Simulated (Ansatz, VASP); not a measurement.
**Se in VASP and in Ansatz**

INCAR

```
SYSTEM = Se
  PREC = Accurate
  ENCUT = 520
  EDIFF = 1E-7
  ISMEAR = 0
  SIGMA = 0.03
  LREAL = .FALSE.
  LASPH = .TRUE.
  NELM = 60
  ALGO = Normal
  ISIF = 2
  LWAVE = .FALSE.
  LCHARG = .FALSE.
  GGA = PE
  NBANDS = 16
```

KPOINTS

```
regular mesh
0
G
  7 7 6
  0 0 0
```

Contents of POSCAR:

```
Se
1.0
    4.3662000000      0.0000000000      0.0000000000
   -2.1831000000      3.7812401180      0.0000000000
    0.0000000000      0.0000000000      4.9536000000
Se
3
Direct
    0.7746000000      0.7746000000      0.0000000000
    0.0000000000      0.2254000000      0.6666666667
    0.2254000000      0.0000000000      0.3333333333
```

Contents of input.yaml:

```yaml
crystal:
  lattice:
    - [4.3662, 0.0, 0.0]
    - [-2.1831, 3.781240118, 0.0]
    - [0.0, 0.0, 4.9536]
  atoms:
    - { symbol: Se, position: [0.7746, 0.7746, 0.0] }
    - { symbol: Se, position: [0.0, 0.2254, 0.6666666667] }
    - { symbol: Se, position: [0.2254, 0.0, 0.3333333333] }
hamiltonian:
  xc: pbe
  pseudopotentials: { kind: paw }
kpoints:
  mp_grid: { grid: [7, 7, 6] }
scf:
  occupations: { method: gaussian, width: 0.03 }
output:
  forces: true
  stress: true
  eigenvalues: true
```

Alike in both runs: task single point; functional PBE; k mesh 7 × 7 × 6; occupations gaussian, width 0.03 eV; no spin polarisation.

|  | VASP | Ansatz |
| --- | --- | --- |
| version | VASP 6.6.1 | Ansatz 0.2.0 |
| potentials or method | VASP PAW PBE potentials, release 64 (Se) | Ansatz PAW |
| plane-wave cutoff (eV) | 520 | 420 |
| valence electrons in the cell | 18 | 48 |

|  | VASP | Ansatz | Ansatz less VASP |
| --- | --- | --- | --- |
| gap on the k mesh at the Fermi level (eV) | 1.21 | 1.21 | 0.000 |
| least direct gap on the mesh (eV) | 1.47 | 1.48 | +0.012 |
| pressure (GPa) | 2.9 | 2.8 | -0.13 |
| traceless stress, the component that is largest in VASP (GPa) | 1.22 | 1.18 | -0.044 |
| rms of the force components (eV/Å) | 0.250 | 0.232 | -0.0186 |

Atom by atom the forces differ by 0.019 eV/Å (rms over components). The functional is the same, so the differences come from potentials, cutoffs and numerics. VASP's potentials hold 18 valence electrons a cell and Ansatz's 48, so a difference there can come from the potentials and not from the codes.

Noted on Ansatz's run: odd divisions of the mesh miss points on the zone boundary, where band edges often lie, so the gap on the mesh can be too wide.
